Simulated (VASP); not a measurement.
# CdS (P4/nmm) in VASP: a series of runs

The runs below take CdS through single point, relaxation of cell and atoms, with PBE.

Everything below comes from runs of VASP 6.6.1. Logs are shortened: lines on timing, memory, paths and dates and some standing lists are left out, and cuts for length are marked.

**1. The cell of the first run**

It takes space group P4/nmm (No. 129, tetragonal). Conventional cell: a = 5.159 Å, b = 5.159 Å, c = 5.483 Å, α = 90.00°, β = 90.00°, γ = 90.00°. Within 3.4 Å of Cd (site symmetry 4mm) lie 4 S at 2.61 Å. Within 3.4 Å of S (site symmetry -4m2) lie 4 Cd at 2.61 Å.

**2. Single point, PBE**

Contents of INCAR:

```
SYSTEM = CdS
PREC = Accurate
ENCUT = 520
EDIFF = 1E-6
ISMEAR = 0
SIGMA = 0.1
LREAL = .False.
LASPH = .True.
NELM = 100
ALGO = Normal
ISIF = 2
LWAVE = .False.
LCHARG = .True.
GGA = PE
LELF = .True.
LVHAR = .True.
NBANDS = 26
```

Contents of KPOINTS:

```
regular mesh
0
Gamma
  10 10 8
  0 0 0
```

Contents of POSCAR:

```
CdS
1.0
    5.1592915644      0.0000000000      0.0000000000
    0.0000000000      5.1592915644      0.0000000000
    0.0000000000      0.0000000000      5.4827902790
Cd S
2 2
Direct
    0.0000000000      0.5000000000      0.0687869226
    0.5000000000      0.0000000000      0.9312130774
    0.0000000000      0.0000000000      0.0000000000
    0.5000000000      0.5000000000      0.0000000000
```

Potentials or basis: VASP PAW PBE potentials, release 64 (Cd, S).

Command:

```sh
> cat potpaw_PBE.64/Cd/POTCAR potpaw_PBE.64/S/POTCAR > POTCAR
> mpirun -np 1 vasp_std > vasp.out
```

OUTCAR:

```text
SYSTEM = CdS
   PREC = Accurate
   ENCUT = 520
   EDIFF = 1E-6
   ISMEAR = 0
   LREAL = .False.
   LASPH = .True.
   NELM = 100
   ISIF = 2
   GGA = PE

 ion  position               nearest neighbor table
   1  0.000  0.500  0.069-   3 2.61   4 2.61   3 2.61   4 2.61   2 3.73   2 3.73   2 3.73   2 3.73

   2  0.500  0.000  0.931-   3 2.61   4 2.61   4 2.61   3 2.61   1 3.73   1 3.73   1 3.73   1 3.73

   3  0.000  0.000  0.000-   1 2.61   2 2.61   1 2.61   2 2.61
   4  0.500  0.500  0.000-   1 2.61   2 2.61   2 2.61   1 2.61

  LATTYP: Found a simple tetragonal cell.
 ALAT       =     5.1592915644
 C/A-ratio  =     1.0627021580

  Lattice vectors:

 A1 = (   5.1592915644,   0.0000000000,   0.0000000000)
 A2 = (   0.0000000000,   5.1592915644,   0.0000000000)
 A3 = (   0.0000000000,   0.0000000000,   5.4827902790)

Analysis of symmetry for initial positions (statically):
=====================================================================
 Subroutine PRICEL returns:
 Original cell was already a primitive cell.

 Routine SETGRP: Setting up the symmetry group for a
 simple tetragonal supercell.

 Subroutine GETGRP returns: Found 16 space group operations
 (whereof  8 operations were pure point group operations)
 out of a pool of 16 trial point group operations.

The static configuration has the point symmetry D_2d.
 The point group associated with its full space group is D_4h.

Analysis of symmetry for dynamics (positions and initial velocities):
=====================================================================
 Subroutine PRICEL returns:
 Original cell was already a primitive cell.

 Routine SETGRP: Setting up the symmetry group for a
 simple tetragonal supercell.

 Subroutine GETGRP returns: Found 16 space group operations
 (whereof  8 operations were pure point group operations)
 out of a pool of 16 trial point group operations.

The dynamic configuration has the point symmetry D_2d.
 The point group associated with its full space group is D_4h.

 Subroutine INISYM returns: Found 16 space group operations
 (whereof  8 operations are pure point group operations),
 and found     1 'primitive' translations

----------------------------------------------------------------------------------------

                                     Primitive cell

  volume of cell :     145.9425

  direct lattice vectors                    reciprocal lattice vectors
[... 86 lines left out ...]
   LNONCOLLINEAR =      F non collinear calculations
   LSORBIT =      F    spin-orbit coupling
   LASPH  =      T    aspherical Exc in radial PAW
   ENCUT  =  520.0 eV  38.22 Ry    6.18 a.u.   9.59  9.59 10.19*2*pi/ulx,y,z
   NELM   =    100;   NELMIN=  2; NELMDL= -5     # of ELM steps
   EDIFF  = 0.1E-05   stopping-criterion for ELM
   LREAL  =      F    real-space projection
   EDIFFG = 0.1E-04   stopping-criterion for IOM
   NSW    =      0    number of steps for IOM
   IBRION =     -1    ionic relax: 0-MD 1-quasi-New 2-CG
   NFREE  =      0    steps in history (QN), initial steepest desc. (CG)
   ISIF   =      2    stress and relaxation
   ISYM   =      2    0-nonsym 1-usesym 2-fastsym
   POTIM  = 0.5000    time-step for ionic-motion
   TEBEG  =    0.0;   TEEND  =   0.0 temperature during run
   PSTRESS=    0.0 pullay stress
   NELECT =      36.0000    total number of electrons
   NUPDOWN=      -1.0000    fix difference up-down
   EMIN   =  10.00;   EMAX   =-10.00  energy-range for DOS
   EFERMI =   0.00;   METHOD = LEGACY
   ISMEAR =     0;   SIGMA  =   0.10  broadening in eV -4-tet -1-fermi 0-gaus
   EFERMI_NEDOS =   21; number of points for ismear=-14 and -15
   IALGO  =     38    algorithm
   IMIX   =      4    mixing-type and parameters
     AMIX     =   0.40;   BMIX     =  1.00
     AMIX_MAG =   1.60;   BMIX_MAG =  1.00
  volume/ion in A,a.u.               =      36.49       246.22
  Fermi-wavevector in a.u.,A,eV,Ry     =   1.026711  1.940203 14.342396  1.054136
  Thomas-Fermi vector in A             =   2.160619
   LORBIT       =      0    0 simple, 1 ext, 2 COOP (PROOUT), +10 PAW based schemes
   GGA     = PE    functional components
   LHFCALC =     F    Hartree Fock is set to
   AEXX    =    0.0000 exact exchange contribution
   IVDW    =     0    specifies the selected vdW correction
   LEPSILON=     F    determine dielectric tensor
   LRPA    =     F    only Hartree local field effects (RPA)
 non-spin polarized calculation
 Gauss-broadening in eV      SIGMA  =   0.10
  energy-cutoff  :      520.00
  volume of cell :      145.94
 maximum number of plane-waves:      4020
 NGX is ok and might be reduce to    40
   NGX = 19   NGY = 19   NGZ = 21

 number of electron      35.9999995 magnetization

 Free energy of the ion-electron system (eV)
  ---------------------------------------------------
  ext. energy  EPLUGINS =         0.00000000
  ---------------------------------------------------
  free energy    TOTEN  =       -10.62332140 eV

  energy without entropy =      -10.61900162  energy(sigma->0) =      -10.62116151

 E-fermi :  -0.0602     XC(G=0):  -7.0953

 val. band max:       -0.0674304410   @ k =   0.1000   0.0000   0.1250
 cond. band min:      -0.0261316942   @ k =   0.1000   0.0000   0.2500
 fundamental gap:      0.0412987468
 Fermi energy:        -0.0602400115

 k-point     1 :       0.0000    0.0000    0.0000
  band No.  band energies     occupation
      1     -12.8892      2.00000
      2     -12.2382      2.00000
      3      -8.4912      2.00000
      4      -8.3997      2.00000
      5      -8.3764      2.00000
      6      -8.3764      2.00000
[... 685 lines left out ...]
     25       6.9196      0.00000
     26       7.4329      0.00000

 [... further k-points ...]
[... 5 lines left out ...]
  --------------------------------------------------------------------------------------
  -------------------------------------------------------------------------------------
  Total        0.3100861      0.3100861     -0.0078668      0.0000000     -0.0000000      0.0000000
  in kB        3.4041687      3.4041687     -0.0863626      0.0000000     -0.0000000      0.0000000
  external PRESSURE =       2.2406583 kB  Pullay stress =       0.0000000 kB

 VOLUME and BASIS-vectors are now :
 -----------------------------------------------------------------------------
  energy-cutoff  :      520.00
  volume of cell :      145.94
      direct lattice vectors                 reciprocal lattice vectors
     5.159291564  0.000000000  0.000000000     0.193825061  0.000000000  0.000000000
     0.000000000  5.159291564  0.000000000     0.000000000  0.193825061  0.000000000
     0.000000000  0.000000000  5.482790279     0.000000000  0.000000000  0.182388884

 POSITION                                       TOTAL-FORCE (eV/Angst)
 -----------------------------------------------------------------------------------
      0.00000      2.57965      0.37714        -0.000000      0.000000      0.011992
      2.57965      0.00000      5.10565         0.000000     -0.000000     -0.011992
      0.00000      0.00000      0.00000        -0.000000      0.000000     -0.000000
      2.57965      2.57965      0.00000         0.000000     -0.000000     -0.000000
 -----------------------------------------------------------------------------------
    total drift:                               -0.000000      0.000000     -0.000000

  FREE ENERGIE OF THE ION-ELECTRON SYSTEM (eV)
  ---------------------------------------------------
  free  energy   TOTEN  =       -10.6233213962 eV

  energy  without entropy=      -10.6190016216  energy(sigma->0) =      -10.62116151
```

Wall time 4.6 min (1 thread of Intel Xeon Platinum 8488C (Sapphire Rapids), shared host); peak memory 0.47 GiB.

Results:

| Item | Value |
| --- | --- |
| Free energy | -10.6233 eV |
| Pressure | 0.2 GPa |
| Largest force | 0.012 eV/Å |
| Band gap on the k mesh | zero (bands 18 and 19 overlap by 0.32 eV) |

Forces on the atoms (eV/Å):
```
Cd   0.000  0.000  0.012
Cd   0.000  0.000 -0.012
S    0.000  0.000  0.000
S    0.000  0.000  0.000
```

Stress tensor (GPa, compression positive):
```
 0.34  0.00  0.00
 0.00  0.34  0.00
 0.00  0.00 -0.01
```

Caveat: semilocal functionals underestimate gaps, so a narrow gap can read as zero.

**3. Relaxation of cell and atoms, PBE**

Contents of INCAR:

```
PREC = Accurate
ENCUT = 600
EDIFF = 1E-6
ISMEAR = 0
SIGMA = 0.1
LREAL = False
LASPH = True
NELM = 60
ALGO = Normal
ISIF = 3
LWAVE = False
LCHARG = False
GGA = PE
IBRION = 2
NSW = 100
EDIFFG = -0.01
```

Contents of KPOINTS:

```
regular mesh
0
Gamma
  10 10 8
```

Contents of POSCAR:

```
CdS
1.0
    5.1768099349      0.0000000000      0.0000000000
    0.0000000000      5.1768099349      0.0000000000
    0.0000000000      0.0000000000      5.4443029764
Cd S
2 2
Direct
    0.0000000000      0.5000000000      0.0482853309
    0.5000000000      0.0000000000      0.9517146691
    0.0000000000      0.0000000000      0.0000000000
    0.5000000000      0.5000000000      0.0000000000
```

Potentials or basis: VASP PAW PBE potentials, release 64 (Cd, S).

Command:

```sh
> cat potpaw_PBE.64/Cd/POTCAR potpaw_PBE.64/S/POTCAR > POTCAR
> mpirun -np 1 vasp_std > vasp.out
```

Wall time 30 min (1 thread of Intel Xeon 6975P-C (Granite Rapids), shared host); peak memory 0.55 GiB.

The run converged. Its results:

```yaml
Free_energy: -10.6234 eV
Relaxed_volume: 36.83 Å³/atom
Relaxed_cell: a = 5.171 Å, b = 5.171 Å, c = 5.511 Å, α = 90.00°, β = 90.00°, γ = 90.00°
Space_group_after_relaxing_to_0.1_Å: P4/nmm (No. 129)
Energy_gained_by_relaxing: 1.4 meV/atom
Ionic_steps: 13
Pressure_after_relaxing: 0.0 GPa
Largest_force_after_relaxing: 0.005 eV/Å
Band_gap_on_the_k_mesh: zero (bands 18 and 19 overlap by 0.32 eV)
```

Forces on the atoms (eV/Å):
```
Cd   0.000  0.000  0.005
Cd   0.000  0.000 -0.005
S    0.000  0.000  0.000
S    0.000  0.000  0.000
```

Step by step:
```
step  energy change (eV)  largest force (eV/Å)  pressure (GPa)  volume (Å³)
   1              0.0000                0.0464            0.24       145.90
   2             -0.0003                0.0320           -0.18       147.04
   3             -0.0007                0.0383           -0.01       146.55
   4             -0.0008                0.0384            0.00       146.57
   5             -0.0013                0.0370            0.00       146.62
   6             -0.0021                0.0352            0.00       146.74
   7             -0.0036                0.0301           -0.01       146.96
   8             -0.0054                0.0116           -0.04       147.41
   9             -0.0019                0.0587           -0.18       148.30
  10             -0.0057                0.0021           -0.06       147.56
  11              0.0033                0.0414            0.87       144.65
  12             -0.0057                0.0060           -0.01       147.37
  13             -0.0057                0.0049            0.00       147.34
```

Final structure:
```cif
data_structure
_symmetry_space_group_name_H-M 'P 1'
_symmetry_Int_Tables_number 1
_cell_length_a 5.1706
_cell_length_b 5.1706
_cell_length_c 5.5112
_cell_angle_alpha 90.000
_cell_angle_beta 90.000
_cell_angle_gamma 90.000
_cell_volume 147.34
loop_
_atom_site_label
_atom_site_type_symbol
_atom_site_fract_x
_atom_site_fract_y
_atom_site_fract_z
_atom_site_occupancy
Cd1 Cd 0.00000 0.50000 0.06678 1
Cd2 Cd 0.50000 0.00000 0.93322 1
S1 S 0.00000 0.00000 0.00000 1
S2 S 0.50000 0.50000 0.00000 1
```

Levels at points of the mesh, in eV from the Fermi level:
```csv
k point,band 16,band 17,band 18,band 19,band 20,band 21
"(0.00, 0.00, 0.00)",-1.64,-1.64,-0.89,-0.25,0.15,3.94
"(0.50, 0.00, 0.00)",-2.77,-1.49,-1.49,2.85,2.85,4.85
"(0.50, 0.50, 0.00)",-1.28,0.07,0.07,3.01,3.01,4.31
"(0.00, 0.00, 0.50)",-1.63,-1.63,-1.01,-0.13,0.60,3.83
"(0.50, 0.00, 0.50)",-2.75,-1.73,-1.73,2.88,2.88,4.13
"(0.50, 0.50, 0.50)",-1.46,0.07,0.07,2.14,2.14,4.84
```

Caveat: semilocal functionals underestimate gaps, so a narrow gap can read as zero.
